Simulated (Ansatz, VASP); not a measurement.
## Two plane-wave programs on RbCdGaC6N6

```
Rb Cd Ga C N
1.0
     0.00000    5.64928    5.64928
     5.64928    0.00000    5.64928
     5.64928    5.64928    0.00000
Rb Cd Ga C N
1 1 1 6 6
Direct
  0.25000 0.25000 0.25000
  0.50000 0.50000 0.50000
  0.00000 0.00000 0.00000
  0.81080 0.18920 0.18920
  0.81080 0.18920 0.81080
  0.81080 0.81080 0.18920
  0.18920 0.81080 0.81080
  0.18920 0.81080 0.18920
  0.18920 0.18920 0.81080
  0.70760 0.29240 0.29240
  0.70760 0.29240 0.70760
  0.70760 0.70760 0.29240
  0.29240 0.70760 0.70760
  0.29240 0.70760 0.29240
  0.29240 0.29240 0.70760
```

Alike in both runs: functional PBE; k mesh 4 × 4 × 4; occupations gaussian, width 0.02 eV; no spin polarisation.

Ansatz relaxed the structure, and its values are those at the end. VASP's run is a single point on that final structure, the one shown.

|  | VASP | Ansatz |
| --- | --- | --- |
| version | VASP 6.6.1 | Ansatz 0.2.0 |
| potentials or method | VASP PAW PBE potentials, release 64 (Rb_sv, Cd, Ga_d, C, N), cutoff 520 eV | scalar-relativistic, plane waves, PAW |
| valence electrons in the cell | 88 | 96 |

```tsv
	VASP	Ansatz	Ansatz less VASP
gap on the k mesh at the Fermi level (eV)	4.61	4.63	+0.018
least direct gap on the mesh (eV)	4.62	4.64	+0.018
pressure (GPa)	0.4	0.0	-0.43
rms of the force components (eV/Å)	0.205	0.004	-0.2009
```

One of these differences is far larger than is usual between the two programs; its cause wasn't traced. VASP's potentials hold 88 valence electrons a cell and Ansatz's 96, so a difference there can come from the potentials and not from the codes. Ansatz's warnings: xc potential rough in thin density.

Noted on VASP's run: the standard files for N, O and F lose accuracy on very short bonds.
